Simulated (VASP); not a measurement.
# LiH (zincblende type) (F-43m) in VASP: further runs

The runs below take LiH (zincblende type) through electric field gradients, single point, with PBE, LDA.

Everything below comes from runs of VASP 6.6.1. Logs are shortened: lines on timing, memory, paths and dates and some standing lists are left out, and cuts for length are marked.

## 1. The cell of the first run

It takes space group F-43m (No. 216, cubic). Conventional cell: a = 4.346 Å, b = 4.346 Å, c = 4.346 Å, α = 90.00°, β = 90.00°, γ = 90.00°. Within 2.5 Å of Li (site symmetry -43m) lie 4 H at 1.88 Å. H (site symmetry -43m) has 4 Li at 1.88 Å within 2.5 Å.

## 2. Electric field gradients, PBE (10.26 Å³/atom)

Input file INCAR:

```
SYSTEM = LiH
PREC = Accurate
ENCUT = 520
EDIFF = 1E-8
ISMEAR = -1
SIGMA = 0.05
LREAL = .FALSE.
LASPH = .TRUE.
NELM = 100
ALGO = Normal
ISIF = 2
LWAVE = .FALSE.
LCHARG = .FALSE.
GGA = PE
LEFG = .TRUE.
NBANDS = 9
```

Input file KPOINTS:

```
Automatic mesh
0
G
  13 13 13
  0 0 0
```

Input file POSCAR:

```
LiH
1.0
    0.0000000000      2.1730771716      2.1730771716
    2.1730771716      0.0000000000      2.1730771716
    2.1730771716      2.1730771716      0.0000000000
Li H
1 1
Direct
    0.0000000000      0.0000000000      0.0000000000
    0.2500000000      0.2500000000      0.2500000000
```

Potentials or basis: VASP PAW PBE potentials, release 64 (Li_sv, H).

Run with:

```console
$ cat potpaw_PBE.64/Li_sv/POTCAR potpaw_PBE.64/H/POTCAR > POTCAR
$ mpirun -np 1 vasp_std > vasp.out
```

OUTCAR:

```text
SYSTEM = LiH
   PREC = Accurate
   ENCUT = 520
   EDIFF = 1E-8
   ISMEAR = -1
   LREAL = .FALSE.
   LASPH = .TRUE.
   NELM = 100
   ISIF = 2
   GGA = PE

 ion  position               nearest neighbor table
   1  0.000  0.000  0.000-
   2  0.250  0.250  0.250-

  LATTYP: Found a face centered cubic cell.
 ALAT       =     4.3461543432

  Lattice vectors:

 A1 = (   0.0000000000,   2.1730771716,   2.1730771716)
 A2 = (   2.1730771716,   0.0000000000,   2.1730771716)
 A3 = (   2.1730771716,   2.1730771716,   0.0000000000)

Analysis of symmetry for initial positions (statically):
=====================================================================
 Subroutine PRICEL returns:
 Original cell was already a primitive cell.

 Routine SETGRP: Setting up the symmetry group for a
 face centered cubic supercell.

 Subroutine GETGRP returns: Found 24 space group operations
 (whereof 24 operations were pure point group operations)
 out of a pool of 48 trial point group operations.

The static configuration has the point symmetry T_d .

Analysis of symmetry for dynamics (positions and initial velocities):
=====================================================================
 Subroutine PRICEL returns:
 Original cell was already a primitive cell.

 Routine SETGRP: Setting up the symmetry group for a
 face centered cubic supercell.

 Subroutine GETGRP returns: Found 24 space group operations
 (whereof 24 operations were pure point group operations)
 out of a pool of 48 trial point group operations.

The dynamic configuration has the point symmetry T_d .

 Subroutine INISYM returns: Found 24 space group operations
 (whereof 24 operations are pure point group operations),
 and found     1 'primitive' translations

----------------------------------------------------------------------------------------

                                     Primitive cell

  volume of cell :      20.5237

  direct lattice vectors                    reciprocal lattice vectors
     0.000000000  2.173077172  2.173077172    -0.230088469  0.230088469  0.230088469
     2.173077172  0.000000000  2.173077172     0.230088469 -0.230088469  0.230088469
[... 128 lines left out ...]
  free energy    TOTEN  =        -6.02809764 eV

  energy without entropy =       -6.02809764  energy(sigma->0) =       -6.02809764

 E-fermi :  -0.5810     XC(G=0):  -7.5771

 val. band max:       -1.8093715085   @ k =  -0.3077   0.4615   0.2308
 cond. band min:       2.4653567808   @ k =  -0.4615   0.0769   0.0000
 fundamental gap:      4.2747282893
 Fermi energy:        -0.5809813880

 k-point     1 :       0.0000    0.0000    0.0000
  band No.  band energies     occupation
      1     -45.2075      2.00000
      2      -5.3683      2.00000
      3      10.9462      0.00000
      4      15.1101      0.00000
      5      15.1102      0.00000
      6      15.1102      0.00000
      7      17.6491      0.00000
      8      17.6491      0.00000
      9      17.6491      0.00000
[... 265 lines left out ...]
 k-point    24 :       0.4615    0.1538    0.0000
  band No.  band energies     occupation
      1     -45.1879      2.00000
      2      -2.8884      2.00000
      3       3.3225      0.00000
      4      10.6524      0.00000
      5      11.1916      0.00000
      6      13.4105      0.00000
      7      18.1158      0.00000
      8      19.9063      0.00000
      9      22.0396      0.00000

 [... further k-points ...]

------------------------ aborting loop because EDIFF is reached ----------------------------------------

  FORCE on cell =-STRESS in cart. coord.  units (eV):
  Direction    XX          YY          ZZ          XY          YZ          ZX
  --------------------------------------------------------------------------------------
  -------------------------------------------------------------------------------------
  Total       -0.1516513     -0.1516513     -0.1516513      0.0000000      0.0000000      0.0000000
  in kB      -11.8386283    -11.8386283    -11.8386283      0.0000000      0.0000000      0.0000000
  external PRESSURE =     -11.8386283 kB  Pullay stress =       0.0000000 kB

 VOLUME and BASIS-vectors are now :
 -----------------------------------------------------------------------------
  energy-cutoff  :      520.00
  volume of cell :       20.52
      direct lattice vectors                 reciprocal lattice vectors
     0.000000000  2.173077172  2.173077172    -0.230088469  0.230088469  0.230088469
     2.173077172  0.000000000  2.173077172     0.230088469 -0.230088469  0.230088469
     2.173077172  2.173077172  0.000000000     0.230088469  0.230088469 -0.230088469

 POSITION                                       TOTAL-FORCE (eV/Angst)
 -----------------------------------------------------------------------------------
      0.00000      0.00000      0.00000        -0.000000     -0.000000     -0.000000
      1.08654      1.08654      1.08654         0.000000      0.000000      0.000000
 -----------------------------------------------------------------------------------
    total drift:                                0.000000      0.000000     -0.000000

  FREE ENERGIE OF THE ION-ELECTRON SYSTEM (eV)
  ---------------------------------------------------
  free  energy   TOTEN  =        -6.0280976419 eV

  energy  without entropy=       -6.0280976419  energy(sigma->0) =       -6.02809764

 Electric field gradients (V/A^2)
---------------------------------------------------------------------
 ion       V_xx      V_yy      V_zz      V_xy      V_xz      V_yz
---------------------------------------------------------------------
   1      -0.000     0.000    -0.000    -0.000    -0.000    -0.000
   2       0.000    -0.000     0.000     0.000     0.000     0.000
---------------------------------------------------------------------

 Electric field gradients after diagonalization (V/A^2)
 (convention: |V_zz| > |V_xx| > |V_yy|)
----------------------------------------------------------------------
 ion       V_xx      V_yy      V_zz     asymmetry (V_yy - V_xx)/ V_zz
----------------------------------------------------------------------
   1       0.000     0.000    -0.001       0.000
   2      -0.000    -0.000     0.000       0.000
----------------------------------------------------------------------

           NMR quadrupolar parameters

 Cq : quadrupolar parameter    Cq=e*Q*V_zz/h
 eta: asymmetry parameters     (V_yy - V_xx)/ V_zz
 Q  : nuclear electric quadrupole moment in mb (millibarn)
----------------------------------------------------------------------
 ion       Cq(MHz)       eta       Q (mb)
----------------------------------------------------------------------
   1      -0.000       0.000       1.000
   2       0.000       0.000       1.000
----------------------------------------------------------------------
```

Wall time 15 s (1 thread of Intel Xeon 8259CL, shared host); peak memory 0.14 GiB.

Results:

| Quantity | Value |
| --- | --- |
| Free energy | -6.0281 eV |
| Band gap on the k mesh | 4.27 eV (least direct gap 5.20 eV) |
| Largest electric field gradient by atom | zero within the noise of the run |

Levels at points of the mesh, in eV from the valence-band top:
```
           k point  band 1  band 2  band 3  band 4  band 5  band 6
(0.00, 0.00, 0.00)  -43.40   -3.56   12.76   16.92   16.92   16.92
```

Caveat: the cutoff is under 1.25 times the usual one of these potentials, so pressure, stress and relaxed cells hold a basis-set (Pulay) error; an odd mesh through Γ misses points on the zone boundary, where band edges can lie.

## 3. Electric field gradients, PBE (10.26 Å³/atom)

Input file INCAR:

```
ALGO = Normal
EDIFF = 1E-8
ENCUT = 520
GGA = PE
ISIF = 2
ISMEAR = -1
LASPH = True
LCHARG = False
LEFG = True
LREAL = False
LWAVE = False
NBANDS = 9
NELM = 60
PREC = Accurate
SIGMA = 0.05
```

Input file KPOINTS:

```
k-points
0
Gamma
  13 13 13
```

POSCAR is that of step 2.

Potentials or basis: VASP PAW PBE potentials, release 64 (Li_sv, H).

Run with:

```console
$ cat potpaw_PBE.64/Li_sv/POTCAR potpaw_PBE.64/H/POTCAR > POTCAR
$ mpirun -np 1 vasp_std > vasp.out
```

OUTCAR:

```text
EDIFF = 1E-8
   ENCUT = 520
   GGA = PE
   ISIF = 2
   ISMEAR = -1
   LASPH = True
   LREAL = False
   NELM = 60
   PREC = Accurate

 ion  position               nearest neighbor table
   1  0.000  0.000  0.000-
   2  0.250  0.250  0.250-

  LATTYP: Found a face centered cubic cell.
 ALAT       =     4.3461543432

  Lattice vectors:

 A1 = (   0.0000000000,   2.1730771716,   2.1730771716)
 A2 = (   2.1730771716,   0.0000000000,   2.1730771716)
 A3 = (   2.1730771716,   2.1730771716,   0.0000000000)

Analysis of symmetry for initial positions (statically):
=====================================================================
 Subroutine PRICEL returns:
 Original cell was already a primitive cell.

 Routine SETGRP: Setting up the symmetry group for a
 face centered cubic supercell.

 Subroutine GETGRP returns: Found 24 space group operations
 (whereof 24 operations were pure point group operations)
 out of a pool of 48 trial point group operations.

The static configuration has the point symmetry T_d .

Analysis of symmetry for dynamics (positions and initial velocities):
=====================================================================
 Subroutine PRICEL returns:
 Original cell was already a primitive cell.

 Routine SETGRP: Setting up the symmetry group for a
 face centered cubic supercell.

 Subroutine GETGRP returns: Found 24 space group operations
 (whereof 24 operations were pure point group operations)
 out of a pool of 48 trial point group operations.

The dynamic configuration has the point symmetry T_d .

 Subroutine INISYM returns: Found 24 space group operations
 (whereof 24 operations are pure point group operations),
 and found     1 'primitive' translations

----------------------------------------------------------------------------------------

                                     Primitive cell

  volume of cell :      20.5237

  direct lattice vectors                    reciprocal lattice vectors
     0.000000000  2.173077172  2.173077172    -0.230088469  0.230088469  0.230088469
     2.173077172  0.000000000  2.173077172     0.230088469 -0.230088469  0.230088469
     2.173077172  2.173077172  0.000000000     0.230088469  0.230088469 -0.230088469

  length of vectors
     3.073195208  3.073195208  3.073195208     0.398524919  0.398524919  0.398524919

  position of ions in fractional coordinates (direct lattice)
     0.000000000  0.000000000  0.000000000
     0.250000000  0.250000000  0.250000000

  ion indices of the primitive-cell ions
   primitive index   ion index
                 1           1
                 2           2

----------------------------------------------------------------------------------------

[... 77 lines left out ...]
   POTIM  = 0.5000    time-step for ionic-motion
   TEBEG  =    0.0;   TEEND  =   0.0 temperature during run
   PSTRESS=    0.0 pullay stress
   NELECT =       4.0000    total number of electrons
   NUPDOWN=      -1.0000    fix difference up-down
   EMIN   =  10.00;   EMAX   =-10.00  energy-range for DOS
   EFERMI =   0.00;   METHOD = LEGACY
   ISMEAR =    -1;   SIGMA  =   0.05  broadening in eV -4-tet -1-fermi 0-gaus
   EFERMI_NEDOS =   21; number of points for ismear=-14 and -15
   IALGO  =     38    algorithm
   IMIX   =      4    mixing-type and parameters
     AMIX     =   0.40;   BMIX     =  1.00
     AMIX_MAG =   1.60;   BMIX_MAG =  1.00
  volume/ion in A,a.u.               =      10.26        69.25
  Fermi-wavevector in a.u.,A,eV,Ry     =   0.949168  1.793667 12.257755  0.900920
  Thomas-Fermi vector in A             =   2.077425
   LORBIT       =      0    0 simple, 1 ext, 2 COOP (PROOUT), +10 PAW based schemes
   GGA     = PE    functional components
   LHFCALC =     F    Hartree Fock is set to
   AEXX    =    0.0000 exact exchange contribution
   IVDW    =     0    specifies the selected vdW correction
   LEPSILON=     F    determine dielectric tensor
   LRPA    =     F    only Hartree local field effects (RPA)
 non-spin polarized calculation
  energy-cutoff  :      520.00
  volume of cell :       20.52
 maximum number of plane-waves:       562
   NGX = 11   NGY = 11   NGZ = 11

 number of electron       3.9999997 magnetization

 Free energy of the ion-electron system (eV)
  ---------------------------------------------------
  ext. energy  EPLUGINS =         0.00000000
  ---------------------------------------------------
  free energy    TOTEN  =        -6.02809764 eV

  energy without entropy =       -6.02809764  energy(sigma->0) =       -6.02809764

 E-fermi :  -0.5810     XC(G=0):  -7.5771

 val. band max:       -1.8093715085   @ k =  -0.3077   0.4615   0.2308
 cond. band min:       2.4653567808   @ k =  -0.4615   0.0769   0.0000
 fundamental gap:      4.2747282893
 Fermi energy:        -0.5809813880

 k-point     1 :       0.0000    0.0000    0.0000
  band No.  band energies     occupation
      1     -45.2075      2.00000
      2      -5.3683      2.00000
      3      10.9462      0.00000
      4      15.1101      0.00000
      5      15.1102      0.00000
      6      15.1102      0.00000
      7      17.6491      0.00000
      8      17.6491      0.00000
      9      17.6491      0.00000
[... 265 lines left out ...]
 k-point    24 :       0.4615    0.1538    0.0000
  band No.  band energies     occupation
      1     -45.1879      2.00000
      2      -2.8884      2.00000
      3       3.3225      0.00000
      4      10.6524      0.00000
      5      11.1916      0.00000
      6      13.4105      0.00000
      7      18.1158      0.00000
      8      19.9063      0.00000
      9      22.0396      0.00000

 [... further k-points ...]

------------------------ aborting loop because EDIFF is reached ----------------------------------------

  FORCE on cell =-STRESS in cart. coord.  units (eV):
  Direction    XX          YY          ZZ          XY          YZ          ZX
  --------------------------------------------------------------------------------------
  -------------------------------------------------------------------------------------
  Total       -0.1516513     -0.1516513     -0.1516513      0.0000000      0.0000000      0.0000000
  in kB      -11.8386283    -11.8386283    -11.8386283      0.0000000      0.0000000      0.0000000
  external PRESSURE =     -11.8386283 kB  Pullay stress =       0.0000000 kB

 VOLUME and BASIS-vectors are now :
 -----------------------------------------------------------------------------
  energy-cutoff  :      520.00
  volume of cell :       20.52
      direct lattice vectors                 reciprocal lattice vectors
     0.000000000  2.173077172  2.173077172    -0.230088469  0.230088469  0.230088469
     2.173077172  0.000000000  2.173077172     0.230088469 -0.230088469  0.230088469
     2.173077172  2.173077172  0.000000000     0.230088469  0.230088469 -0.230088469

 POSITION                                       TOTAL-FORCE (eV/Angst)
 -----------------------------------------------------------------------------------
      0.00000      0.00000      0.00000        -0.000000     -0.000000     -0.000000
      1.08654      1.08654      1.08654         0.000000      0.000000      0.000000
 -----------------------------------------------------------------------------------
    total drift:                                0.000000      0.000000     -0.000000

  FREE ENERGIE OF THE ION-ELECTRON SYSTEM (eV)
  ---------------------------------------------------
  free  energy   TOTEN  =        -6.0280976419 eV

  energy  without entropy=       -6.0280976419  energy(sigma->0) =       -6.02809764

 Electric field gradients (V/A^2)
---------------------------------------------------------------------
 ion       V_xx      V_yy      V_zz      V_xy      V_xz      V_yz
---------------------------------------------------------------------
   1      -0.000     0.000    -0.000    -0.000    -0.000    -0.000
   2       0.000    -0.000     0.000     0.000     0.000     0.000
---------------------------------------------------------------------

 Electric field gradients after diagonalization (V/A^2)
 (convention: |V_zz| > |V_xx| > |V_yy|)
----------------------------------------------------------------------
 ion       V_xx      V_yy      V_zz     asymmetry (V_yy - V_xx)/ V_zz
----------------------------------------------------------------------
   1       0.000     0.000    -0.001       0.000
   2      -0.000    -0.000     0.000       0.000
----------------------------------------------------------------------

           NMR quadrupolar parameters

 Cq : quadrupolar parameter    Cq=e*Q*V_zz/h
 eta: asymmetry parameters     (V_yy - V_xx)/ V_zz
 Q  : nuclear electric quadrupole moment in mb (millibarn)
----------------------------------------------------------------------
 ion       Cq(MHz)       eta       Q (mb)
----------------------------------------------------------------------
   1      -0.000       0.000       1.000
   2       0.000       0.000       1.000
----------------------------------------------------------------------
```

OSZICAR:

```text
N       E                     dE             d eps       ncg     rms          rms(c)
DAV:   1    -0.996120052403E+00   -0.99612E+00   -0.13695E+03  1528   0.398E+02
DAV:   2    -0.626800447975E+01   -0.52719E+01   -0.52440E+01  2131   0.564E+01
DAV:   3    -0.636959026941E+01   -0.10159E+00   -0.10155E+00  1840   0.651E+00
DAV:   4    -0.637036982906E+01   -0.77956E-03   -0.77944E-03  2036   0.524E-01
DAV:   5    -0.637037557654E+01   -0.57475E-05   -0.57473E-05  1841   0.348E-02    0.329E+00
DAV:   6    -0.609733414585E+01    0.27304E+00   -0.26803E-01  1596   0.143E+00    0.160E+00
DAV:   7    -0.602240225322E+01    0.74932E-01   -0.29664E-01  1695   0.171E+00    0.292E-01
DAV:   8    -0.602813681984E+01   -0.57346E-02   -0.12406E-02  1774   0.551E-01    0.536E-02
DAV:   9    -0.602809704061E+01    0.39779E-04   -0.25258E-04  1961   0.697E-02    0.974E-03
DAV:  10    -0.602809837993E+01   -0.13393E-05   -0.12633E-05  1834   0.239E-02    0.548E-03
DAV:  11    -0.602809778106E+01    0.59887E-06   -0.19696E-06  2104   0.424E-03    0.771E-04
DAV:  12    -0.602809764727E+01    0.13379E-06   -0.41376E-08  1703   0.144E-03    0.507E-04
DAV:  13    -0.602809764186E+01    0.54043E-08   -0.82992E-09  1823   0.418E-04
   1 F= -.60280976E+01 E0= -.60280976E+01  d E =-.150028E-11
```

Wall time 17 s (1 thread of Intel Xeon 8259CL, shared host); peak memory 0.14 GiB.

Results:

* Free energy: -6.0281 eV
* Band gap on the k mesh: 4.27 eV (least direct gap 5.20 eV)
* Largest electric field gradient by atom: zero within the noise of the run

Caveat: the cutoff is under 1.25 times the usual one of these potentials, so pressure, stress and relaxed cells hold a basis-set (Pulay) error; an odd mesh through Γ misses points on the zone boundary, where band edges can lie.

[end of part 1 of 2]
